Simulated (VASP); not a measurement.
# Hf: single point with r2SCAN

Crystal: Hf.

```
Hf
1.0
     0.00000    2.22000    2.22000
     2.19780    0.00000    2.22000
     2.19780    2.22000    0.00000
Hf
1
Cartesian
  0.0000 0.0000 0.0000
```

This cell differs from its parent crystal: strain -0.0100 x Voigt [1, 0, 0, 0, 0, 0].

```yaml
Program: VASP 6.6.1
Task: single point
Functional: r2SCAN
Potentials_or_basis: VASP PAW PBE potentials, release 64 (Hf_pv)
Cutoff: 520 eV
k_mesh: 18 × 18 × 18
Occupations: gaussian, width 0.15 eV
Spin: no spin polarisation
Dipole_correction: no
Further_INCAR_settings: ALGO = Normal; EDIFF = 1e-07; NBANDS = 11
```

```json
{
 "Pressure": "3.4 GPa",
 "Band gap on the k mesh": "zero (bands 5 and 6 overlap by 2.30 eV)"
}
```

Stress tensor (GPa, compression positive):
```
3.75 0.00 0.00
0.00 3.16 0.00
0.00 0.00 3.16
```

Levels at points of the mesh, in eV from the Fermi level:
| k point | band 3 | band 4 | band 5 | band 6 | band 7 | band 8 |
| --- | --- | --- | --- | --- | --- | --- |
| (0.00, 0.00, 0.00) | -30.99 | -7.66 | 1.58 | 1.58 | 1.70 | 4.64 |
| (0.50, 0.00, 0.00) | -31.11 | -3.83 | 0.48 | 1.34 | 1.48 | 6.87 |
| (0.50, 0.50, 0.00) | -31.31 | -3.47 | -2.28 | 2.56 | 6.99 | 7.46 |
| (0.00, 0.50, 0.50) | -31.33 | -3.45 | -2.32 | 2.74 | 6.98 | 7.53 |

It took 2.1 min on 1 thread of Intel(R) Xeon(R) 6975P-C (Granite Rapids) (shared host), peak memory 0.23 GiB.

Caveat: the cell differs from its parent crystal (strain -0.0100 x Voigt [1, 0, 0, 0, 0, 0]); the cell stands under pressure; the PAW data sets were made with another functional, which shifts forces and pressure a little; spin-orbit coupling is left out, which moves the levels of the heavy elements.
